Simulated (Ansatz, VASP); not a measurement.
One calculation of Li2O, two programs

```
CELL_PARAMETERS angstrom
2.28644 2.28644 0.00000
-2.28644 2.28644 0.00000
0.00000 2.28644 2.28644
ATOMIC_POSITIONS crystal
Li 0.25000 0.75000 0.50000
Li 0.75000 0.25000 0.50000
O 0.00000 0.00000 0.00000
```

Alike in both runs: functional r2SCAN; k mesh 12 × 12 × 12; occupations fermi-dirac, width 0.08 eV; no spin polarisation.

Ansatz relaxed the structure, and its values are those at the end. VASP's run is a single point on that final structure, the one shown.

```csv
,VASP,Ansatz
version,VASP 6.6.1,Ansatz 0.2.0
potentials or method,"VASP PAW PBE potentials, release 64 (Li_sv, O)","PAW with Ansatz's default frozen-core files, scalar-relativistic"
plane-wave cutoff (eV),830,500
valence electrons in the cell,12,12
```

|  | VASP | Ansatz | Ansatz less VASP |
| --- | --- | --- | --- |
| pressure (GPa) | 0.2 | 0.0 | -0.23 |

VASP's potentials were made for PBE, not for r2SCAN.
